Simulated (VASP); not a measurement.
# Nb (Im-3m) in VASP: single point with PBEsol

Aim: the single point of Nb with PBEsol.

Everything below comes from runs of VASP 6.6.1. Logs are shortened: lines on timing, memory, paths and dates and some standing lists are left out, and cuts for length are marked.

## (1) The cell of the first run

Symmetry: Im-3m, No. 229, cubic system. Conventional cell: a = 3.272 Å, b = 3.272 Å, c = 3.272 Å, α = 90.00°, β = 90.00°, γ = 90.00°. Nb (site symmetry m-3m) has 14 Nb at 2.83 to 3.27 Å within 3.7 Å.

## (2) Single point, PBEsol

INCAR reads:

```
PREC = Accurate
ENCUT = 520
EDIFF = 1E-6
ISMEAR = 0
SIGMA = 0.1
LREAL = F
LASPH = T
NELM = 60
ALGO = Fast
ISIF = 2
LWAVE = F
LCHARG = F
GGA = PS
NBANDS = 12
ISYM = 0
```

KPOINTS reads:

```
regular mesh
0
Gamma
  11 11 21
```

POSCAR reads:

```
Nb
1.0
    3.2724445033      0.0000000000      0.0000000000
    0.0000000000      3.2724445033      0.0000000000
    1.6362222516     -1.6362222516      1.6362222516
Nb
1
Direct
    0.0000000000      0.0000000000      0.0000000000
```

Potentials or basis: VASP PAW PBE potentials, release 64 (Nb_sv).

Command:

```console
cat potpaw_PBE.64/Nb_sv/POTCAR > POTCAR
mpirun -np 1 vasp_std > vasp.out
```

OUTCAR:

```text
PREC = Accurate
   ENCUT = 520
   EDIFF = 1E-6
   ISMEAR = 0
   LREAL = F
   LASPH = T
   NELM = 60
   ISIF = 2
   GGA = PS
   ISYM = 0

 ion  position               nearest neighbor table
   1  0.000  0.000  0.000-

IMPORTANT INFORMATION: All symmetrisations will be switched off!
NOSYMM: (Re-)initialisation of all symmetry stuff for point group C_1.

----------------------------------------------------------------------------------------

                                     Primitive cell

  volume of cell :      17.5221

  direct lattice vectors                    reciprocal lattice vectors
     3.272444503  0.000000000  0.000000000     0.305581958  0.000000000 -0.305581958
     0.000000000  3.272444503  0.000000000     0.000000000  0.305581958  0.305581958
     1.636222252 -1.636222252  1.636222252     0.000000000  0.000000000  0.611163917

  length of vectors
     3.272444503  3.272444503  2.834020072     0.432158150  0.432158150  0.611163917

  position of ions in fractional coordinates (direct lattice)
     0.000000000  0.000000000  0.000000000

  ion indices of the primitive-cell ions
   primitive index   ion index
                 1           1

----------------------------------------------------------------------------------------

 KPOINTS: regular mesh

Automatic generation of k-mesh.
 Grid dimensions read from file:
 generate k-points for:   11   11   21

 Generating k-lattice:

  Cartesian coordinates                     Fractional coordinates (reciprocal lattice)
     0.027780178  0.000000000 -0.027780178     0.090909091  0.000000000  0.000000000
     0.000000000  0.027780178  0.027780178     0.000000000  0.090909091  0.000000000
     0.000000000  0.000000000  0.029103044     0.000000000  0.000000000  0.047619048

  Length of vectors
     0.039287105  0.039287105  0.029103044

  Shift w.r.t. Gamma in fractional coordinates (k-lattice)
     0.000000000  0.000000000  0.000000000

 -----------------------------------------------------------------------------
|                                                                             |
|           W    W    AA    RRRRR   N    N  II  N    N   GGGG   !!!           |
|           W    W   A  A   R    R  NN   N  II  NN   N  G    G  !!!           |
|           W    W  A    A  R    R  N N  N  II  N N  N  G       !!!           |
|           W WW W  AAAAAA  RRRRR   N  N N  II  N  N N  G  GGG   !            |
|           WW  WW  A    A  R   R   N   NN  II  N   NN  G    G                |
|           W    W  A    A  R    R  N    N  II  N    N   GGGG   !!!           |
|                                                                             |
|     Your reciprocal lattice and k-lattice belong to different lattice       |
|     classes:                                                                |
|                                                                             |
|        The reciprocal lattice is face-centered cubic,                       |
|        whereas your k-lattice is base-centered monoclinic.                  |
|                                                                             |
|     Results are often still useful ...                                      |
|                                                                             |
 -----------------------------------------------------------------------------

 WARNING: IBZKPT: internal override: KBLOWUP is changed to .FALSE.
      ... skipping the blow-up phase ...

 Subroutine IBZKPT returns following result:
 ===========================================

 Found   1271 irreducible k-points:

 Following reciprocal coordinates:
            Coordinates               Weight
  0.000000  0.000000  0.000000      1.000000
  0.090909  0.000000  0.000000      2.000000
  0.181818  0.000000  0.000000      2.000000
  0.272727  0.000000  0.000000      2.000000
  0.363636  0.000000  0.000000      2.000000
  0.454545  0.000000  0.000000      2.000000
[... 16 lines left out ...]
  0.454545  0.181818 -0.000000      2.000000
 -0.454545  0.181818  0.000000      2.000000
 [... further k-points ...]
   k-points           NKPTS =   1271   k-points in BZ     NKDIM =   1271   number of bands    NBANDS=     12
   number of dos      NEDOS =    301   number of ions     NIONS =      1
   total plane-waves  NPLWV =  13824
   dimension x,y,z NGX =    24 NGY =   24 NGZ =   24
   dimension x,y,z NGXF=    48 NGYF=   48 NGZF=   48
   ions per type =               1
   NGX,Y,Z   is equivalent  to a cutoff of  12.19, 12.19, 14.08 a.u.
   NGXF,Y,Z  is equivalent  to a cutoff of  24.38, 24.38, 28.16 a.u.
 SYSTEM =  unknown system
   PREC   = accura    normal or accurate (medium, high low for compatibility)
   ISTART =      0    job   : 0-new  1-cont  2-samecut
   ICHARG =      2    charge: 1-file 2-atom 10-const
   ISPIN  =      1    spin polarized calculation?
   LNONCOLLINEAR =      F non collinear calculations
   LSORBIT =      F    spin-orbit coupling
   LASPH  =      T    aspherical Exc in radial PAW
   ENCUT  =  520.0 eV  38.22 Ry    6.18 a.u.   6.08  6.08  5.27*2*pi/ulx,y,z
   NELM   =     60;   NELMIN=  2; NELMDL= -5     # of ELM steps
   EDIFF  = 0.1E-05   stopping-criterion for ELM
   LREAL  =      F    real-space projection
   EDIFFG = 0.1E-04   stopping-criterion for IOM
   NSW    =      0    number of steps for IOM
   IBRION =     -1    ionic relax: 0-MD 1-quasi-New 2-CG
   NFREE  =      0    steps in history (QN), initial steepest desc. (CG)
   ISIF   =      2    stress and relaxation
   ISYM   =      0    0-nonsym 1-usesym 2-fastsym
   POTIM  = 0.5000    time-step for ionic-motion
   TEBEG  =    0.0;   TEEND  =   0.0 temperature during run
   PSTRESS=    0.0 pullay stress
   NELECT =      13.0000    total number of electrons
   NUPDOWN=      -1.0000    fix difference up-down
   EMIN   =  10.00;   EMAX   =-10.00  energy-range for DOS
   EFERMI =   0.00;   METHOD = LEGACY
   ISMEAR =     0;   SIGMA  =   0.10  broadening in eV -4-tet -1-fermi 0-gaus
   EFERMI_NEDOS =   21; number of points for ismear=-14 and -15
   IALGO  =     68    algorithm
   IMIX   =      4    mixing-type and parameters
     AMIX     =   0.40;   BMIX     =  1.00
     AMIX_MAG =   1.60;   BMIX_MAG =  1.00
  volume/ion in A,a.u.               =      17.52       118.25
  Fermi-wavevector in a.u.,A,eV,Ry     =   1.482041  2.800652 29.884470  2.196447
  Thomas-Fermi vector in A             =   2.595877
   LORBIT       =      0    0 simple, 1 ext, 2 COOP (PROOUT), +10 PAW based schemes
   GGA     = PS    functional components
   LHFCALC =     F    Hartree Fock is set to
   AEXX    =    0.0000 exact exchange contribution
   IVDW    =     0    specifies the selected vdW correction
   LEPSILON=     F    determine dielectric tensor
   LRPA    =     F    only Hartree local field effects (RPA)
 non-spin polarized calculation
 RMM-DIIS sequential band-by-band and
 Gauss-broadening in eV      SIGMA  =   0.10
  energy-cutoff  :      520.00
  volume of cell :       17.52
 maximum number of plane-waves:       483
   NGX = 13   NGY = 13   NGZ = 11

 number of electron      13.0000001 magnetization

 Free energy of the ion-electron system (eV)
  ---------------------------------------------------
  ext. energy  EPLUGINS =         0.00000000
  ---------------------------------------------------
  free energy    TOTEN  =       -10.95422881 eV

  energy without entropy =      -10.94616657  energy(sigma->0) =      -10.95019769

 E-fermi :  11.4224     XC(G=0): -12.7727

 val. band max:       11.4223303777   @ k =   0.2727  -0.4545   0.0476
 cond. band min:      11.4279123968   @ k =   0.0909  -0.1818   0.4286
 fundamental gap:      0.0055820192
 Fermi energy:        11.4223762814

 k-point     1 :       0.0000    0.0000    0.0000
  band No.  band energies     occupation
      1     -42.8006      2.00000
      2     -18.0547      2.00000
      3     -18.0539      2.00000
      4     -18.0529      2.00000
      5       5.4105      2.00000
      6      11.7904      0.00000
      7      11.7915      0.00000
      8      11.7916      0.00000
      9      14.7937      0.00000
     10      14.7941      0.00000
     11      25.7193      0.00000
     12      25.7196      0.00000

 k-point     2 :       0.0909    0.0000    0.0000
  band No.  band energies     occupation
      1     -42.7791      2.00000
      2     -18.1812      2.00000
      3     -18.0928      2.00000
      4     -18.0554      2.00000
      5       5.7593      2.00000
      6      11.5760      0.02983
      7      11.7309      0.00001
      8      12.1301      0.00000
      9      14.4864      0.00000
     10      14.7957      0.00000
     11      25.9995      0.00000
     12      26.3251      0.00000

 k-point     3 :       0.1818    0.0000    0.0000
  band No.  band energies     occupation
      1     -42.7211      2.00000
      2     -18.5153      2.00000
      3     -18.1950      2.00000
      4     -18.0586      2.00000
      5       6.6603      2.00000
      6      11.0541      2.00000
      7      11.4610      0.58490
      8      13.1114      0.00000
      9      14.1639      0.00000
     10      14.8427      0.00000
     11      26.3704      0.00000
     12      27.9316      0.00000

 k-point     4 :       0.2727    0.0000    0.0000
  band No.  band energies     occupation
      1     -42.6442      2.00000
      2     -18.9344      2.00000
      3     -18.3261      2.00000
      4     -18.0629      2.00000
      5       7.5638      2.00000
      6      10.4607      2.00000
      7      11.3772      1.47755
      8      14.3473      0.00000
      9      14.6220      0.00000
     10      15.0044      0.00000
     11      25.6420      0.00000
     12      27.3907      0.00000

 k-point     5 :       0.3636    0.0000    0.0000
  band No.  band energies     occupation
      1     -42.5725      2.00000
      2     -19.3035      2.00000
      3     -18.4438      2.00000
      4     -18.0670      2.00000
      5       7.7556      2.00000
      6       9.9809      2.00000
      7      12.3126      0.00000
      8      14.7360      0.00000
      9      15.2764      0.00000
     10      16.4077      0.00000
     11      24.2295      0.00000
     12      25.5530      0.00000
[... 228 lines left out ...]
      1     -42.6719      2.00000
      2     -18.7683      2.00000
      3     -18.2596      2.00000
      4     -18.1021      2.00000
      5       7.3918      2.00000
      6      10.7557      2.00000
      7      11.0599      2.00000
      8      13.9366      0.00000
      9      14.2061      0.00000
     10      15.1396      0.00000
     11      26.5642      0.00000
     12      27.7366      0.00000

 k-point    22 :       0.3636    0.1818    0.0000
  band No.  band energies     occupation
      1     -42.6067      2.00000
      2     -19.0450      2.00000
      3     -18.3906      2.00000
      4     -18.1599      2.00000
      5       8.2869      2.00000
      6      10.3641      2.00000
      7      10.7405      2.00000
      8      13.9407      0.00000
      9      15.4544      0.00000
     10      15.9518      0.00000
     11      25.9136      0.00000
     12      27.2237      0.00000

 k-point    23 :       0.4545    0.1818   -0.0000
  band No.  band energies     occupation
      1     -42.5461      2.00000
      2     -19.2638      2.00000
      3     -18.5666      2.00000
      4     -18.1857      2.00000
      5       8.6129      2.00000
      6      10.0404      2.00000
      7      11.1913      1.99892
      8      14.3076      0.00000
      9      15.6397      0.00000
     10      17.9459      0.00000
     11      24.4478      0.00000
     12      26.0434      0.00000

 k-point    24 :      -0.4545    0.1818    0.0000
  band No.  band energies     occupation
      1     -42.5098      2.00000
      2     -19.3809      2.00000
      3     -18.6862      2.00000
      4     -18.1957      2.00000
      5       8.4792      2.00000
      6       9.9229      2.00000
      7      11.8922      0.00000
      8      14.6275      0.00000
      9      15.8609      0.00000
     10      19.6009      0.00000
     11      23.0722      0.00000
     12      24.7390      0.00000

 [... further k-points ...]
[... 5 lines left out ...]
  --------------------------------------------------------------------------------------
  -------------------------------------------------------------------------------------
  Total       -0.0511961     -0.0512028     -0.0234614      0.0124226      0.0211230     -0.0211287
  in kB       -4.6812343     -4.6818481     -2.1452524      1.1358885      1.9314272     -1.9319485
  external PRESSURE =      -3.8361116 kB  Pullay stress =       0.0000000 kB

 VOLUME and BASIS-vectors are now :
 -----------------------------------------------------------------------------
  energy-cutoff  :      520.00
  volume of cell :       17.52
      direct lattice vectors                 reciprocal lattice vectors
     3.272444503  0.000000000  0.000000000     0.305581958  0.000000000 -0.305581958
     0.000000000  3.272444503  0.000000000     0.000000000  0.305581958  0.305581958
     1.636222252 -1.636222252  1.636222252     0.000000000  0.000000000  0.611163917

 POSITION                                       TOTAL-FORCE (eV/Angst)
 -----------------------------------------------------------------------------------
      0.00000      0.00000      0.00000        -0.000005     -0.000003      0.000001
 -----------------------------------------------------------------------------------
    total drift:                               -0.000005     -0.000003      0.000001

  FREE ENERGIE OF THE ION-ELECTRON SYSTEM (eV)
  ---------------------------------------------------
  free  energy   TOTEN  =       -10.9542288105 eV

  energy  without entropy=      -10.9461665708  energy(sigma->0) =      -10.95019769
```

It took 13 min on 1 thread of AMD EPYC 7R43 (Zen 3), shared host; peak memory 0.31 GiB.

What came out:

- Free energy: -10.9542 eV
- Pressure: -0.4 GPa
- Band gap on the k mesh: zero (an odd number of electrons rules out a gap without spin polarisation)

Caveat: the PAW data sets were made with another functional, which shifts forces and pressure a little.
